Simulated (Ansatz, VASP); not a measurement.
## One calculation of SiC, two programs

```xyz
4
Lattice="3.0554 0.0000 0.0000 -1.5277 2.6460 0.0000 0.0000 0.0000 5.0141" Properties=species:S:1:pos:R:3 pbc="T T T"
Si    0.0000    1.7640    0.0228
Si    1.5277    0.8820    2.5298
C     0.0000    1.7640    1.9077
C     1.5277    0.8820    4.4147
```

Change from the starting cell: volume scaled by 0.98, ions relaxed.

Alike in both runs: functional PBE; k mesh 16 × 16 × 9; occupations fermi-dirac, width 0.02 eV; no spin polarisation.

Ansatz relaxed the structure, and its values are those at the end. VASP's run is a single point on that final structure, the one shown.

|  | VASP | Ansatz |
| --- | --- | --- |
| version | VASP 6.6.1 | Ansatz 0.2.0 |
| potentials or method | VASP PAW PBE potentials, release 64 (Si, C) | plane-wave PAW, scalar-relativistic |
| plane-wave cutoff (eV) | 520 | 420 |
| valence electrons in the cell | 16 | 16 |

VASP gave:

- gap on the k mesh at the Fermi level (eV): 2.31
- pressure (GPa): 8.1
- rms of the force components (eV/Å): 0.008

Which values does Ansatz return?

gap on the k mesh at the Fermi level (eV): 2.31; pressure (GPa): 8.2; rms of the force components (eV/Å): 0.009.

The functional is the same, so the differences come from potentials, cutoffs and numerics. Ansatz's warnings: stress scf threshold loose.
